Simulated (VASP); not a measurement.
# Pd (Fm-3m) in VASP: notebook

The runs below take Pd through single point, relaxation of cell and atoms, with r2SCAN.

All numbers are computed with VASP 6.6.1; they aren't measurements. Logs are shortened: lines on timing, memory, paths and dates and some standing lists are left out, and cuts for length are marked.

**1. The cell of the first run**

It takes space group Fm-3m (No. 225, cubic). The conventional cell has a = 3.907 Å, b = 3.907 Å, c = 3.907 Å, α = 90.00°, β = 90.00°, γ = 90.00°. Within 3.6 Å of Pd (site symmetry m-3m) lie 12 Pd at 2.76 Å.

**2. Single point, r2SCAN**

Contents of POSCAR:

```
Pd
1.0
    0.0000000000      1.9536807023      1.9536807023
    1.9536807023      0.0000000000      1.9536807023
    1.9536807023      1.9536807023      0.0000000000
Pd
1
Direct
    0.0000000000      0.0000000000      0.0000000000
```

Contents of INCAR.step1:

```
SYSTEM = Pd
PREC     = Accurate       ! precision mode
ENCUT    = 520            ! plane-wave cutoff, eV
ISMEAR   = 1              ! smearing method
SIGMA    = 0.1            ! smearing width, eV
LREAL    = .False.        ! projectors in reciprocal space
LASPH    = .True.         ! aspherical terms in the spheres
NELM     = 100            ! most SCF steps
NBANDS   = 11             ! bands
GGA      = PE             ! functional
ALGO     = Normal         ! electronic algorithm
EDIFF    = 1E-4           ! SCF threshold, eV
LWAVE    = .True.         ! write WAVECAR
LCHARG   = .False.        ! write CHGCAR
```

Contents of INCAR.step2:

```
SYSTEM = Pd
PREC     = Accurate       ! precision mode
ENCUT    = 520            ! plane-wave cutoff, eV
EDIFF    = 1E-7           ! SCF threshold, eV
ISMEAR   = 1              ! smearing method
SIGMA    = 0.1            ! smearing width, eV
LREAL    = .False.        ! projectors in reciprocal space
LASPH    = .True.         ! aspherical terms in the spheres
NELM     = 100            ! most SCF steps
ALGO     = Normal         ! electronic algorithm
ISIF     = 2              ! what is computed and relaxed
LWAVE    = .False.        ! write WAVECAR
LCHARG   = .False.        ! write CHGCAR
METAGGA  = R2SCAN         ! meta-GGA
LMIXTAU  = .True.       
NBANDS   = 11             ! bands
ISTART   = 1
```

Contents of KPOINTS:

```
regular mesh
0
Gamma
  20 20 20
  0 0 0
```

Potentials or basis: VASP PAW PBE potentials, release 64 (Pd).

Run with:

```bash
$ cat potpaw_PBE.64/Pd/POTCAR > POTCAR
$ cp INCAR.step1 INCAR
$ mpirun -np 1 vasp_std > vasp.out
$ cp INCAR.step2 INCAR
$ mpirun -np 1 vasp_std > vasp.out
```

OUTCAR:

```text
SYSTEM = Pd
   PREC = Accurate
   ENCUT = 520
   EDIFF = 1E-7
   ISMEAR = 1
   LREAL = .False.
   LASPH = .True.
   NELM = 100
   ISIF = 2
   METAGGA = R2SCAN
   ISTART = 1

 ion  position               nearest neighbor table
   1  0.000  0.000  0.000-

  LATTYP: Found a face centered cubic cell.
 ALAT       =     3.9073614046

  Lattice vectors:

 A1 = (   0.0000000000,   1.9536807023,   1.9536807023)
 A2 = (   1.9536807023,   0.0000000000,   1.9536807023)
 A3 = (   1.9536807023,   1.9536807023,   0.0000000000)

Analysis of symmetry for initial positions (statically):
=====================================================================
 Subroutine PRICEL returns:
 Original cell was already a primitive cell.

 Routine SETGRP: Setting up the symmetry group for a
 face centered cubic supercell.

 Subroutine GETGRP returns: Found 48 space group operations
 (whereof 48 operations were pure point group operations)
 out of a pool of 48 trial point group operations.

The static configuration has the point symmetry O_h .

Analysis of symmetry for dynamics (positions and initial velocities):
=====================================================================
 Subroutine PRICEL returns:
 Original cell was already a primitive cell.

 Routine SETGRP: Setting up the symmetry group for a
 face centered cubic supercell.

 Subroutine GETGRP returns: Found 48 space group operations
 (whereof 48 operations were pure point group operations)
 out of a pool of 48 trial point group operations.

The dynamic configuration has the point symmetry O_h .

 Subroutine INISYM returns: Found 48 space group operations
 (whereof 48 operations are pure point group operations),
 and found     1 'primitive' translations

----------------------------------------------------------------------------------------

                                     Primitive cell

  volume of cell :      14.9139

  direct lattice vectors                    reciprocal lattice vectors
     0.000000000  1.953680702  1.953680702    -0.255927184  0.255927184  0.255927184
     1.953680702  0.000000000  1.953680702     0.255927184 -0.255927184  0.255927184
     1.953680702  1.953680702  0.000000000     0.255927184  0.255927184 -0.255927184

  length of vectors
     2.762921746  2.762921746  2.762921746     0.443278885  0.443278885  0.443278885

  position of ions in fractional coordinates (direct lattice)
     0.000000000  0.000000000  0.000000000

  ion indices of the primitive-cell ions
   primitive index   ion index
[... 75 lines left out ...]
   EDIFFG = 0.1E-05   stopping-criterion for IOM
   NSW    =      0    number of steps for IOM
   IBRION =     -1    ionic relax: 0-MD 1-quasi-New 2-CG
   NFREE  =      0    steps in history (QN), initial steepest desc. (CG)
   ISIF   =      2    stress and relaxation
   ISYM   =      2    0-nonsym 1-usesym 2-fastsym
   POTIM  = 0.5000    time-step for ionic-motion
   TEBEG  =    0.0;   TEEND  =   0.0 temperature during run
   PSTRESS=    0.0 pullay stress
   NELECT =      10.0000    total number of electrons
   NUPDOWN=      -1.0000    fix difference up-down
   EMIN   =  10.00;   EMAX   =-10.00  energy-range for DOS
   EFERMI =   0.00;   METHOD = LEGACY
   ISMEAR =     1;   SIGMA  =   0.10  broadening in eV -4-tet -1-fermi 0-gaus
   EFERMI_NEDOS =   21; number of points for ismear=-14 and -15
   IALGO  =     38    algorithm
   IMIX   =      4    mixing-type and parameters
     AMIX     =   0.40;   BMIX     =  1.00
     AMIX_MAG =   1.60;   BMIX_MAG =  1.00
  volume/ion in A,a.u.               =      14.91       100.64
  Fermi-wavevector in a.u.,A,eV,Ry     =   1.432885  2.707759 27.934918  2.053159
  Thomas-Fermi vector in A             =   2.552463
   LORBIT       =      0    0 simple, 1 ext, 2 COOP (PROOUT), +10 PAW based schemes
   METAGGA = R2SCAN    functional components
   LHFCALC =     F    Hartree Fock is set to
   AEXX    =    0.0000 exact exchange contribution
   IVDW    =     0    specifies the selected vdW correction
   LEPSILON=     F    determine dielectric tensor
   LRPA    =     F    only Hartree local field effects (RPA)
 non-spin polarized calculation
 Methfessel and Paxton  Order N= 1 SIGMA  =   0.10
  energy-cutoff  :      520.00
  volume of cell :       14.91
 maximum number of plane-waves:       415
 NGX is ok and might be reduce to    24
   NGX = 11   NGY = 11   NGZ = 11

 number of electron       9.9999998 magnetization

 Free energy of the ion-electron system (eV)
  ---------------------------------------------------
  ext. energy  EPLUGINS =         0.00000000
  ---------------------------------------------------
  free energy    TOTEN  =       -22.94294514 eV

  energy without entropy =      -22.94271827  energy(sigma->0) =      -22.94286951

 E-fermi :   9.4042     XC(G=0): -14.0525

 val. band max:        9.4026290333   @ k =  -0.4000   0.3500   0.1000
 cond. band min:       9.4045878368   @ k =  -0.4500   0.3000   0.0000
 fundamental gap:      0.0019588035
 Fermi energy:         9.4041629841

 k-point     1 :       0.0000    0.0000    0.0000
  band No.  band energies     occupation
      1       2.3205      2.00000
      2       6.5540      2.00000
      3       6.5540      2.00000
      4       6.5540      2.00000
      5       8.1342      2.00000
      6       8.1342      2.00000
      7      27.4409      0.00000
      8      31.9022      0.00000
      9      32.3655      0.00000
     10      32.3655      0.00000
     11      32.3655      0.00000
[... 309 lines left out ...]
 k-point    24 :      -0.3500    0.0500    0.0000
  band No.  band energies     occupation
      1       4.2619      2.00000
      2       6.5976      2.00000
      3       6.6613      2.00000
      4       8.1116      2.00000
      5       8.8118      2.00000
      6       9.5802     -0.03199
      7      20.1801      0.00000
      8      27.4775      0.00000
      9      31.3830      0.00000
     10      31.9390      0.00000
     11      33.1717      0.00000

 [... further k-points ...]
[... 5 lines left out ...]
  --------------------------------------------------------------------------------------
  -------------------------------------------------------------------------------------
  Total        0.0584733      0.0584733      0.0584733     -0.0000000      0.0000000      0.0000000
  in kB        6.2817021      6.2817021      6.2817021     -0.0000000      0.0000000      0.0000000
  external PRESSURE =       6.2817021 kB  Pullay stress =       0.0000000 kB

 VOLUME and BASIS-vectors are now :
 -----------------------------------------------------------------------------
  energy-cutoff  :      520.00
  volume of cell :       14.91
      direct lattice vectors                 reciprocal lattice vectors
     0.000000000  1.953680702  1.953680702    -0.255927184  0.255927184  0.255927184
     1.953680702  0.000000000  1.953680702     0.255927184 -0.255927184  0.255927184
     1.953680702  1.953680702  0.000000000     0.255927184  0.255927184 -0.255927184

 POSITION                                       TOTAL-FORCE (eV/Angst)
 -----------------------------------------------------------------------------------
      0.00000      0.00000      0.00000         0.000000      0.000000     -0.000000
 -----------------------------------------------------------------------------------
    total drift:                               -0.000000      0.000000     -0.000000

  FREE ENERGIE OF THE ION-ELECTRON SYSTEM (eV)
  ---------------------------------------------------
  free  energy   TOTEN  =       -22.9429451375 eV

  energy  without entropy=      -22.9427182682  energy(sigma->0) =      -22.94286951
```

OUTCAR.step1:

```text
SYSTEM = Pd
   PREC = Accurate
   ENCUT = 520
   ISMEAR = 1
   LREAL = .False.
   LASPH = .True.
   NELM = 100
[... 555 lines left out ...]
 -----------------------------------------------------------------------------------
      0.00000      0.00000      0.00000         0.000000      0.000000     -0.000000
 -----------------------------------------------------------------------------------
    total drift:                               -0.000000      0.000000      0.000000

  FREE ENERGIE OF THE ION-ELECTRON SYSTEM (eV)
  ---------------------------------------------------
  free  energy   TOTEN  =        -5.2092671814 eV

  energy  without entropy=       -5.2089719761  energy(sigma->0) =       -5.20916878
```

OSZICAR.step1:

```text
N       E                     dE             d eps       ncg     rms          rms(c)
DAV:   1     0.431451786442E+02    0.43145E+02   -0.51731E+03  5640   0.854E+02
DAV:   2    -0.491056000836E+01   -0.48056E+02   -0.46508E+02  6377   0.183E+02
DAV:   3    -0.548929441736E+01   -0.57873E+00   -0.57571E+00  6750   0.216E+01
DAV:   4    -0.549195333456E+01   -0.26589E-02   -0.26586E-02  6812   0.154E+00
DAV:   5    -0.549198378084E+01   -0.30446E-04   -0.30447E-04  7411   0.147E-01    0.751E+00
DAV:   6    -0.522254791285E+01    0.26944E+00   -0.11065E+00  6907   0.857E+00    0.366E+00
DAV:   7    -0.521285304884E+01    0.96949E-02   -0.20027E-02  7351   0.952E-01    0.192E+00
DAV:   8    -0.520928868681E+01    0.35644E-02   -0.12800E-03  6938   0.308E-01    0.891E-02
DAV:   9    -0.520926718140E+01    0.21505E-04   -0.12398E-04  4912   0.947E-02
   1 F= -.52092672E+01 E0= -.52091688E+01  d E =-.295205E-03
```

Run time: 82 s. Hardware: 1 thread of Intel Xeon Platinum 8488C (Sapphire Rapids), shared host; peak memory 0.17 GiB.

Results:

```yaml
Free_energy: -22.9429 eV
Pressure: 0.6 GPa
Band_gap_on_the_k_mesh: zero (band 5 reaches 9.72 eV, above the bottom of band 6 at 8.07 eV)
```

Caveat: the PAW data sets were made with another functional, which shifts forces and pressure a little.

**3. Relaxation of cell and atoms, r2SCAN**

This run uses another cell than the first one, of 14.75 Å³/atom, 0.989 times its volume.

Contents of POSCAR:

```
Pd
1.0
    0.0000000000      1.9465000000      1.9465000000
    1.9465000000      0.0000000000      1.9465000000
    1.9465000000      1.9465000000      0.0000000000
Pd
1
Direct
    0.0000000000      0.0000000000      0.0000000000
```

Contents of INCAR.step1:

```
  PREC = Accurate
  ENCUT = 600
  ISMEAR = 1
  SIGMA = 0.1
  LREAL = False
  LASPH = True
  NELM = 100
  GGA = PE
  ALGO = Normal
  EDIFF = 1E-4
  LWAVE = True
  LCHARG = False
```

Contents of INCAR.step2:

```
  PREC = Accurate
  ENCUT = 600
  EDIFF = 1E-6
  ISMEAR = 1
  SIGMA = 0.1
  LREAL = False
  LASPH = True
  NELM = 100
  ALGO = Normal
  ISIF = 3
  LWAVE = False
  LCHARG = False
  METAGGA = R2SCAN
  LMIXTAU = True
  IBRION = 2
  NSW = 80
  EDIFFG = -0.01
  ISTART = 1
```

Contents of KPOINTS:

```
regular mesh
0
Gamma
  20 20 20
```

Potentials or basis: VASP PAW PBE potentials, release 64 (Pd).

Run with:

```bash
$ cat potpaw_PBE.64/Pd/POTCAR > POTCAR
$ cp INCAR.step1 INCAR
$ mpirun -np 1 vasp_std > vasp.out
$ cp INCAR.step2 INCAR
$ mpirun -np 1 vasp_std > vasp.out
```

Wall time 3.8 min (1 thread of Intel Xeon Platinum 8259CL at 2.50GHz (Skylake/Cascade Lake), shared host); peak memory 0.19 GiB.

Results (log left out):

```
Free energy                            : -22.9424 eV
Relaxed volume                         : 14.96 Å³/atom
Relaxed cell                           : a = 2.766 Å, b = 2.766 Å, c = 2.766 Å, α = 60.00°, β = 60.00°, γ = 60.00°
Space group after relaxing (to 0.05 Å) : Fm-3m (No. 225)
Energy gained by relaxing              : 1.8 meV/atom
Ionic steps                            : 3
Pressure after relaxing                : 0.1 GPa
Band gap on the k mesh                 : zero (band 5 reaches 9.67 eV, above the bottom of band 6 at 8.02 eV)
```

Step by step:
```
step  energy change (eV)  largest force (eV/Å)  pressure (GPa)  volume (Å³)
   1              0.0000                0.0000            2.77        14.75
   2              0.0025                0.0000           -3.93        15.30
   3             -0.0018                0.0000            0.07        14.96
```

Final structure:
```
Pd
1.0
     0.00000    1.95578    1.95578
     1.95578    0.00000    1.95578
     1.95578    1.95578    0.00000
Pd
1
Direct
  0.00000 0.00000 0.00000
```

Levels at points of the mesh, in eV from the Fermi level:
```
           k point  band 3  band 4  band 5  band 6  band 7  band 8
(0.00, 0.00, 0.00)   -2.84   -2.84   -1.26   -1.26   18.03   22.51
(0.50, 0.00, 0.00)   -2.91   -0.02   -0.02    1.34    7.61   17.43
(0.50, 0.50, 0.00)   -0.08    0.32    0.32    3.68   11.18   13.87
```

Caveat: the PAW data sets were made with another functional, which shifts forces and pressure a little. Zero-point motion and thermal expansion aren't in these numbers.
